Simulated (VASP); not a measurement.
# Hg (P2_1/m) in VASP: a series of runs

The runs below take Hg through single point, with PBE.

All numbers are computed with VASP 6.6.1; they aren't measurements. Logs are shortened: lines on timing, memory, paths and dates and some standing lists are left out, and cuts for length are marked.

## (1) The cell of the first run

It takes space group P2_1/m (No. 11, monoclinic). The conventional cell has a = 3.436 Å, b = 5.536 Å, c = 3.492 Å, α = 90.00°, β = 119.34°, γ = 90.00°. Within 4.4 Å of Hg (site symmetry m) lie 12 Hg at 3.33 to 3.50 Å.

## (2) Single point, PBE

Input file INCAR:

```
SYSTEM = Hg
PREC = Accurate ; ENCUT = 520
EDIFF = 1E-7 ; ISMEAR = -1
SIGMA = 0.05 ; LREAL = .FALSE.
LASPH = .TRUE. ; NELM = 80
ALGO = Fast ; ISIF = 2
LWAVE = .FALSE. ; LCHARG = .TRUE.
GGA = PE ; LELF = .TRUE.
LVHAR = .TRUE. ; NBANDS = 19
```

Input file KPOINTS:

```
Automatic mesh
0
G
  9 5 9
  0 0 0
```

Input file POSCAR:

```
Hg
1.0
    3.4359083415      0.0000000000      0.0000000000
    0.0000000000      5.5355462619      0.0000000000
   -1.7111124403      0.0000000000      3.0441535673
Hg
2
Direct
    0.3484403100      0.7500000000      0.1957718400
    0.6515596900      0.2500000000      0.8042281600
```

Potentials or basis: VASP PAW PBE potentials, release 64 (Hg).

Command:

```sh
$ cat potpaw_PBE.64/Hg/POTCAR > POTCAR
$ mpirun -np 1 vasp_std > vasp.out
```

OUTCAR:

```text
SYSTEM = Hg
   PREC = Accurate
   ENCUT = 520
   EDIFF = 1E-7
   ISMEAR = -1
   LREAL = .FALSE.
   LASPH = .TRUE.
   NELM = 80
   ISIF = 2
   GGA = PE

 ion  position               nearest neighbor table
   1  0.348  0.750  0.196-   2 3.33   2 3.33   2 3.47   2 3.47   2 3.47   2 3.47
   2  0.652  0.250  0.804-   1 3.33   1 3.33   1 3.47   1 3.47   1 3.47   1 3.47

  LATTYP: Found a simple monoclinic cell.
 ALAT       =     3.4359083415
 B/A-ratio  =     1.6110867089
 C/A-ratio  =     1.0163548333
 COS(beta)  =    -0.4899949704

  Lattice vectors:

 A1 = (   3.4359083415,   0.0000000000,   0.0000000000)
 A2 = (   0.0000000000,   5.5355462619,   0.0000000000)
 A3 = (  -1.7111124403,   0.0000000000,   3.0441535673)

Analysis of symmetry for initial positions (statically):
=====================================================================
 Subroutine PRICEL returns:
 Original cell was already a primitive cell.

 Routine SETGRP: Setting up the symmetry group for a
 simple monoclinic supercell.

 Subroutine GETGRP returns: Found  4 space group operations
 (whereof  2 operations were pure point group operations)
 out of a pool of  4 trial point group operations.

The static configuration has the point symmetry S_2 .
 The point group associated with its full space group is C_2h.

Analysis of symmetry for dynamics (positions and initial velocities):
=====================================================================
 Subroutine PRICEL returns:
 Original cell was already a primitive cell.

 Routine SETGRP: Setting up the symmetry group for a
 simple monoclinic supercell.

 Subroutine GETGRP returns: Found  4 space group operations
 (whereof  2 operations were pure point group operations)
 out of a pool of  4 trial point group operations.

The dynamic configuration has the point symmetry S_2 .
 The point group associated with its full space group is C_2h.

 Subroutine INISYM returns: Found  4 space group operations
 (whereof  2 operations are pure point group operations),
 and found     1 'primitive' translations

----------------------------------------------------------------------------------------

                                     Primitive cell

[... 83 lines left out ...]
   ICHARG =      2    charge: 1-file 2-atom 10-const
   ISPIN  =      1    spin polarized calculation?
   LNONCOLLINEAR =      F non collinear calculations
   LSORBIT =      F    spin-orbit coupling
   LASPH  =      T    aspherical Exc in radial PAW
   ENCUT  =  520.0 eV  38.22 Ry    6.18 a.u.   6.39 10.29  6.49*2*pi/ulx,y,z
   NELM   =     80;   NELMIN=  2; NELMDL= -5     # of ELM steps
   EDIFF  = 0.1E-06   stopping-criterion for ELM
   LREAL  =      F    real-space projection
   EDIFFG = 0.1E-05   stopping-criterion for IOM
   NSW    =      0    number of steps for IOM
   IBRION =     -1    ionic relax: 0-MD 1-quasi-New 2-CG
   NFREE  =      0    steps in history (QN), initial steepest desc. (CG)
   ISIF   =      2    stress and relaxation
   ISYM   =      2    0-nonsym 1-usesym 2-fastsym
   POTIM  = 0.5000    time-step for ionic-motion
   TEBEG  =    0.0;   TEEND  =   0.0 temperature during run
   PSTRESS=    0.0 pullay stress
   NELECT =      24.0000    total number of electrons
   NUPDOWN=      -1.0000    fix difference up-down
   EMIN   =  10.00;   EMAX   =-10.00  energy-range for DOS
   EFERMI =   0.00;   METHOD = LEGACY
   ISMEAR =    -1;   SIGMA  =   0.05  broadening in eV -4-tet -1-fermi 0-gaus
   EFERMI_NEDOS =   21; number of points for ismear=-14 and -15
   IALGO  =     68    algorithm
   IMIX   =      4    mixing-type and parameters
     AMIX     =   0.40;   BMIX     =  1.00
     AMIX_MAG =   1.60;   BMIX_MAG =  1.00
  volume/ion in A,a.u.               =      28.95       195.36
  Fermi-wavevector in a.u.,A,eV,Ry     =   1.220644  2.306683 20.272299  1.489972
  Thomas-Fermi vector in A             =   2.355854
   LORBIT       =      0    0 simple, 1 ext, 2 COOP (PROOUT), +10 PAW based schemes
   GGA     = PE    functional components
   LHFCALC =     F    Hartree Fock is set to
   AEXX    =    0.0000 exact exchange contribution
   IVDW    =     0    specifies the selected vdW correction
   LEPSILON=     F    determine dielectric tensor
   LRPA    =     F    only Hartree local field effects (RPA)
 non-spin polarized calculation
 RMM-DIIS sequential band-by-band and
  energy-cutoff  :      520.00
  volume of cell :       57.90
 maximum number of plane-waves:      1578
 NGX is ok and might be reduce to    28
   NGX = 13   NGY = 21   NGZ = 13

 number of electron      24.0000003 magnetization

 Free energy of the ion-electron system (eV)
  ---------------------------------------------------
  ext. energy  EPLUGINS =         0.00000000
  ---------------------------------------------------
  free energy    TOTEN  =        -0.35800816 eV

  energy without entropy =       -0.35609518  energy(sigma->0) =       -0.35705167

 E-fermi :   0.9447     XC(G=0):  -9.7468

 val. band max:        0.8771071074   @ k =  -0.4444   0.0000   0.3333
 cond. band min:       0.9918681626   @ k =   0.1111   0.0000   0.0000
 fundamental gap:      0.1147610552
 Fermi energy:         0.9446641484

 k-point     1 :       0.0000    0.0000    0.0000
  band No.  band energies     occupation
      1      -6.2241      2.00000
      2      -5.6946      2.00000
      3      -5.1407      2.00000
      4      -5.1298      2.00000
      5      -5.0193      2.00000
      6      -4.9856      2.00000
[... 505 lines left out ...]
      6      -4.9966      2.00000
[... 11 lines left out ...]
     18      14.7147      0.00000
     19      14.8190      0.00000

 [... further k-points ...]

------------------------ aborting loop because EDIFF is reached ----------------------------------------

  FORCE on cell =-STRESS in cart. coord.  units (eV):
  Direction    XX          YY          ZZ          XY          YZ          ZX
  --------------------------------------------------------------------------------------
  -------------------------------------------------------------------------------------
  Total        0.2531985      0.3279454      0.2958271      0.0000000      0.0000000     -0.0042377
  in kB        7.0065330      9.0749344      8.1861551      0.0000000      0.0000000     -0.1172653
  external PRESSURE =       8.0892075 kB  Pullay stress =       0.0000000 kB

 VOLUME and BASIS-vectors are now :
 -----------------------------------------------------------------------------
  energy-cutoff  :      520.00
  volume of cell :       57.90
      direct lattice vectors                 reciprocal lattice vectors
     3.435908341  0.000000000  0.000000000     0.291043852  0.000000000  0.163595149
     0.000000000  5.535546262  0.000000000     0.000000000  0.180650645  0.000000000
    -1.711112440  0.000000000  3.044153567     0.000000000  0.000000000  0.328498539

 POSITION                                       TOTAL-FORCE (eV/Angst)
 -----------------------------------------------------------------------------------
      0.86222      4.15166      0.59596        -0.001069     -0.000000     -0.012613
      0.86257      1.38389      2.44819         0.001069      0.000000      0.012613
 -----------------------------------------------------------------------------------
    total drift:                                0.000000      0.000000      0.000000

  FREE ENERGIE OF THE ION-ELECTRON SYSTEM (eV)
  ---------------------------------------------------
  free  energy   TOTEN  =        -0.3580081565 eV

  energy  without entropy=       -0.3560951829  energy(sigma->0) =       -0.35705167
```

OSZICAR:

```text
N       E                     dE             d eps       ncg     rms          rms(c)
DAV:   1     0.174222834134E+03    0.17422E+03   -0.12123E+04  4674   0.118E+03
DAV:   2     0.411278229953E+01   -0.17011E+03   -0.16182E+03  4923   0.304E+02
DAV:   3    -0.375380152696E+00   -0.44882E+01   -0.44717E+01  5283   0.536E+01
DAV:   4    -0.383510538547E+00   -0.81304E-02   -0.81296E-02  5037   0.231E+00
DAV:   5    -0.383525171204E+00   -0.14633E-04   -0.14633E-04  5128   0.909E-02    0.263E+00
RMM:   6    -0.358778370004E+00    0.24747E-01   -0.60381E-02  4698   0.200E+00    0.209E+00
RMM:   7    -0.357791093833E+00    0.98728E-03   -0.12036E-02  4851   0.717E-01    0.875E-01
RMM:   8    -0.357961279088E+00   -0.17019E-03   -0.15568E-03  4912   0.472E-01    0.477E-02
RMM:   9    -0.357996126277E+00   -0.34847E-04   -0.15080E-04  5051   0.997E-02    0.313E-02
RMM:  10    -0.358008386112E+00   -0.12260E-04   -0.39199E-05  4988   0.705E-02    0.759E-03
RMM:  11    -0.358008077618E+00    0.30849E-06   -0.20223E-06  5130   0.122E-02    0.181E-03
RMM:  12    -0.358008156488E+00   -0.78870E-07   -0.13821E-07  3912   0.358E-03
   1 F= -.35800816E+00 E0= -.35705167E+00  d E =-.191297E-02
```

Run time: 72 s. Hardware: 1 thread of Intel Xeon 6975P-C (Granite Rapids), shared host; peak memory 0.25 GiB.

What came out:

```
Free energy            : -0.3580 eV
Pressure               : 0.8 GPa
Largest force          : 0.013 eV/Å
Band gap on the k mesh : zero (band 12 reaches 1.02 eV, above the bottom of band 13 at 0.63 eV)
```

Forces on the atoms (eV/Å):
```
Hg  -0.001  0.000 -0.013
Hg   0.001  0.000  0.013
```

Stress tensor (GPa, compression positive):
```
 0.70  0.00 -0.01
 0.00  0.91  0.00
-0.01  0.00  0.82
```

Caveat: spin-orbit coupling is left out, which moves the levels of the heavy elements.

## (3) Single point, PBE

This run uses another cell than the first one, of 29.52 Å³/atom, 1.020 times its volume.

Input file INCAR:

```
  PREC = Accurate
  ENCUT = 520
  EDIFF = 1E-7
  ISMEAR = -1
  SIGMA = 0.05
  LREAL = False
  LASPH = True
  NELM = 100
  ALGO = Fast
  ISIF = 2
  LWAVE = False
  LCHARG = False
  GGA = PE
  NBANDS = 19
```

Input file KPOINTS:

```
regular mesh
0
Gamma
  9 5 9
```

Input file POSCAR:

```
Hg
1.0
    3.4582200598      0.0000000000      0.0000000000
    0.0000000000      5.5714923747      0.0000000000
   -1.7222238714      0.0000000000      3.0639213522
Hg
2
Direct
    0.3484403100      0.7500000000      0.1957718400
    0.6515596900      0.2500000000      0.8042281600
```

Potentials or basis: VASP PAW PBE potentials, release 64 (Hg).

Command:

```sh
$ cat potpaw_PBE.64/Hg/POTCAR > POTCAR
$ mpirun -np 1 vasp_std > vasp.out
```

Run time: 65 s. Hardware: 1 thread of Intel Xeon 6975P-C (Granite Rapids), shared host; peak memory 0.25 GiB.

The run converged. Its results:

- Free energy: -0.3636 eV
- Pressure: 0.6 GPa
- Largest force: 0.015 eV/Å
- Band gap on the k mesh: zero (band 12 reaches 0.85 eV, above the bottom of band 13 at 0.58 eV)

Forces on the atoms (eV/Å):
```
Hg  -0.001  0.000 -0.015
Hg   0.001  0.000  0.015
```

Levels at points of the mesh, in eV from the Fermi level:
| k point | band 9 | band 10 | band 11 | band 12 | band 13 | band 14 | band 15 | band 16 |
| --- | --- | --- | --- | --- | --- | --- | --- | --- |
| (0.00, 0.00, 0.00) | -5.71 | -5.41 | -5.28 | -1.41 | -0.25 | 10.30 | 11.27 | 12.64 |

Caveat: spin-orbit coupling is left out, which moves the levels of the heavy elements.

## (4) Single point, PBE

This run uses another cell than the first one, of 30.08 Å³/atom, 1.039 times its volume.

Input file INCAR:

```
ALGO = Fast
EDIFF = 1E-7
ENCUT = 520
GGA = PE
ISIF = 2
ISMEAR = -1
LASPH = T
LCHARG = T
LELF = T
LREAL = F
LVHAR = T
LWAVE = F
NBANDS = 19
NELM = 100
PREC = Accurate
SIGMA = 0.05
```

Input file KPOINTS:

```
k-points
0
Gamma
  9 5 9
```

Input file POSCAR:

```
Hg
1.0
    3.4802475330      0.0000000000      0.0000000000
    0.0000000000      5.6069805441      0.0000000000
   -1.7331937460      0.0000000000      3.0834373010
Hg
2
Direct
    0.3484403100      0.7500000000      0.1957718400
    0.6515596900      0.2500000000      0.8042281600
```

Potentials or basis: VASP PAW PBE potentials, release 64 (Hg).

Command:

```sh
$ cat potpaw_PBE.64/Hg/POTCAR > POTCAR
$ mpirun -np 1 vasp_std > vasp.out
```

OUTCAR:

```text
EDIFF = 1E-7
   ENCUT = 520
   GGA = PE
   ISIF = 2
   ISMEAR = -1
   LASPH = T
   LREAL = F
   NELM = 100
   PREC = Accurate

 ion  position               nearest neighbor table
   1  0.348  0.750  0.196-   2 3.37   2 3.37   2 3.51   2 3.51   2 3.52   2 3.52
   2  0.652  0.250  0.804-   1 3.37   1 3.37   1 3.51   1 3.51   1 3.52   1 3.52

  LATTYP: Found a simple monoclinic cell.
 ALAT       =     3.4802475330
 B/A-ratio  =     1.6110867089
 C/A-ratio  =     1.0163548333
 COS(beta)  =    -0.4899949704

  Lattice vectors:

 A1 = (   3.4802475330,   0.0000000000,   0.0000000000)
 A2 = (   0.0000000000,   5.6069805441,   0.0000000000)
 A3 = (  -1.7331937460,   0.0000000000,   3.0834373010)

Analysis of symmetry for initial positions (statically):
=====================================================================
 Subroutine PRICEL returns:
 Original cell was already a primitive cell.

 Routine SETGRP: Setting up the symmetry group for a
 simple monoclinic supercell.

 Subroutine GETGRP returns: Found  4 space group operations
 (whereof  2 operations were pure point group operations)
 out of a pool of  4 trial point group operations.

The static configuration has the point symmetry S_2 .
 The point group associated with its full space group is C_2h.

Analysis of symmetry for dynamics (positions and initial velocities):
=====================================================================
 Subroutine PRICEL returns:
 Original cell was already a primitive cell.

 Routine SETGRP: Setting up the symmetry group for a
 simple monoclinic supercell.

 Subroutine GETGRP returns: Found  4 space group operations
 (whereof  2 operations were pure point group operations)
 out of a pool of  4 trial point group operations.

The dynamic configuration has the point symmetry S_2 .
 The point group associated with its full space group is C_2h.

 Subroutine INISYM returns: Found  4 space group operations
[... 112 lines left out ...]
   ISMEAR =    -1;   SIGMA  =   0.05  broadening in eV -4-tet -1-fermi 0-gaus
   EFERMI_NEDOS =   21; number of points for ismear=-14 and -15
   IALGO  =     68    algorithm
   IMIX   =      4    mixing-type and parameters
     AMIX     =   0.40;   BMIX     =  1.00
     AMIX_MAG =   1.60;   BMIX_MAG =  1.00
  volume/ion in A,a.u.               =      30.08       203.02
  Fermi-wavevector in a.u.,A,eV,Ry     =   1.205093  2.277295 19.759041  1.452249
  Thomas-Fermi vector in A             =   2.340799
   LORBIT       =      0    0 simple, 1 ext, 2 COOP (PROOUT), +10 PAW based schemes
   GGA     = PE    functional components
   LHFCALC =     F    Hartree Fock is set to
   AEXX    =    0.0000 exact exchange contribution
   IVDW    =     0    specifies the selected vdW correction
   LEPSILON=     F    determine dielectric tensor
   LRPA    =     F    only Hartree local field effects (RPA)
 non-spin polarized calculation
 RMM-DIIS sequential band-by-band and
  energy-cutoff  :      520.00
  volume of cell :       60.17
 maximum number of plane-waves:      1645
 NGX is ok and might be reduce to    28
   NGX = 13   NGY = 21   NGZ = 13

 number of electron      24.0000005 magnetization

 Free energy of the ion-electron system (eV)
  ---------------------------------------------------
  ext. energy  EPLUGINS =         0.00000000
  ---------------------------------------------------
  free energy    TOTEN  =        -0.36776126 eV

  energy without entropy =       -0.36690084  energy(sigma->0) =       -0.36733105

 E-fermi :   0.6972     XC(G=0):  -9.5448

 val. band max:        0.6858432721   @ k =  -0.4444   0.0000   0.2222
 cond. band min:       0.8713791681   @ k =   0.1111   0.0000  -0.0000
 fundamental gap:      0.1855358960
 Fermi energy:         0.6972179406

 k-point     1 :       0.0000    0.0000    0.0000
  band No.  band energies     occupation
      1      -6.2063      2.00000
      2      -5.7850      2.00000
      3      -5.2892      2.00000
      4      -5.2774      2.00000
      5      -5.1757      2.00000
      6      -5.1474      2.00000
[... 505 lines left out ...]
      6      -5.1545      2.00000
[... 11 lines left out ...]
     18      14.1592      0.00000
     19      14.1821      0.00000

 [... further k-points ...]

------------------------ aborting loop because EDIFF is reached ----------------------------------------

  FORCE on cell =-STRESS in cart. coord.  units (eV):
  Direction    XX          YY          ZZ          XY          YZ          ZX
  --------------------------------------------------------------------------------------
  -------------------------------------------------------------------------------------
  Total        0.1479901      0.1557921      0.1544798      0.0000000      0.0000000     -0.0047545
  in kB        3.9406597      4.1484115      4.1134669      0.0000000      0.0000000     -0.1266021
  external PRESSURE =       4.0675127 kB  Pullay stress =       0.0000000 kB

 VOLUME and BASIS-vectors are now :
 -----------------------------------------------------------------------------
  energy-cutoff  :      520.00
  volume of cell :       60.17
      direct lattice vectors                 reciprocal lattice vectors
     3.480247533  0.000000000  0.000000000     0.287335884  0.000000000  0.161510907
     0.000000000  5.606980544  0.000000000     0.000000000  0.178349112  0.000000000
    -1.733193746  0.000000000  3.083437301     0.000000000  0.000000000  0.324313389

 POSITION                                       TOTAL-FORCE (eV/Angst)
 -----------------------------------------------------------------------------------
      0.87335      4.20524      0.60365        -0.000882      0.000000     -0.016082
      0.87371      1.40175      2.47979         0.000882      0.000000      0.016082
 -----------------------------------------------------------------------------------
    total drift:                                0.000000      0.000000      0.000000

  FREE ENERGIE OF THE ION-ELECTRON SYSTEM (eV)
  ---------------------------------------------------
  free  energy   TOTEN  =        -0.3677612560 eV

  energy  without entropy=       -0.3669008443  energy(sigma->0) =       -0.36733105
```

stdout:

```text
POSCAR found type information on POSCAR Hg
 POSCAR found :  1 types and       2 ions
 scaLAPACK will be used
 LDA part: xc-table for (Slater+PW92), standard interpolation
 POSCAR, INCAR and KPOINTS ok, starting setup
 FFT: planning ... GRIDC
 FFT: planning ... GRID_SOFT
 FFT: planning ... GRID
 WAVECAR not read
 entering main loop
```

It took 68 s on 1 thread of Intel Xeon 6975P-C (Granite Rapids), shared host; peak memory 0.26 GiB.

Results:

```
Free energy            : -0.3678 eV
Pressure               : 0.4 GPa
Largest force          : 0.016 eV/Å
Band gap on the k mesh : zero (band 12 reaches 0.69 eV, above the bottom of band 13 at 0.53 eV)
```

Forces on the atoms (eV/Å):
```
Hg  -0.001  0.000 -0.016
Hg   0.001  0.000  0.016
```

Caveat: spin-orbit coupling is left out, which moves the levels of the heavy elements.

## (5) Single point, PBE

This run uses another cell than the first one, of 26.68 Å³/atom, 0.922 times its volume.

Input file INCAR:

```
ALGO = Normal
EDIFF = 1E-6
ENCUT = 520
GGA = PE
ISIF = 2
ISMEAR = -1
LASPH = T
LCHARG = F
LREAL = F
LWAVE = F
NBANDS = 19
NELM = 60
PREC = Accurate
SIGMA = 0.05
```

KPOINTS is that of step 4.

Input file POSCAR:

```
Hg
1.0
    3.3436242300      0.0000000000      0.0000000000
    0.0000000000      5.3868685564      0.0000000000
   -1.6651541447      0.0000000000      2.9623914889
Hg
2
Direct
    0.3484403100      0.7500000000      0.1957718400
    0.6515596900      0.2500000000      0.8042281600
```

Command:

```sh
$ cat potpaw_PBE.64/Hg/POTCAR > POTCAR
$ mpirun -np 1 vasp_std > vasp.out
```

Run time: 49 s. Hardware: 1 thread of Intel Xeon 6975P-C (Granite Rapids), shared host; peak memory 0.25 GiB.

The run converged. Its results:

```
Free energy            : -0.3192 eV
Pressure               : 1.9 GPa
Largest force          : 0.009 eV/Å
Band gap on the k mesh : zero (band 12 reaches 1.79 eV, above the bottom of band 13 at 0.86 eV)
```

Forces on the atoms (eV/Å):
```
Hg  -0.002  0.000 -0.009
Hg   0.002  0.000  0.009
```

Stress tensor (GPa, compression positive):
```
 1.46  0.00 -0.01
 0.00  2.35  0.00
-0.01  0.00  1.87
```

Levels at points of the mesh, in eV from the Fermi level:
| k point | band 8 | band 9 | band 10 | band 11 | band 12 | band 13 | band 14 | band 15 | band 16 | band 17 |
| --- | --- | --- | --- | --- | --- | --- | --- | --- | --- | --- |
| (0.00, 0.00, 0.00) | -6.11 | -5.92 | -5.55 | -5.38 | -1.26 | -0.65 | 10.95 | 12.05 | 13.09 | 13.55 |

Caveat: spin-orbit coupling is left out, which moves the levels of the heavy elements.

(Continued in part 2 of 2.)
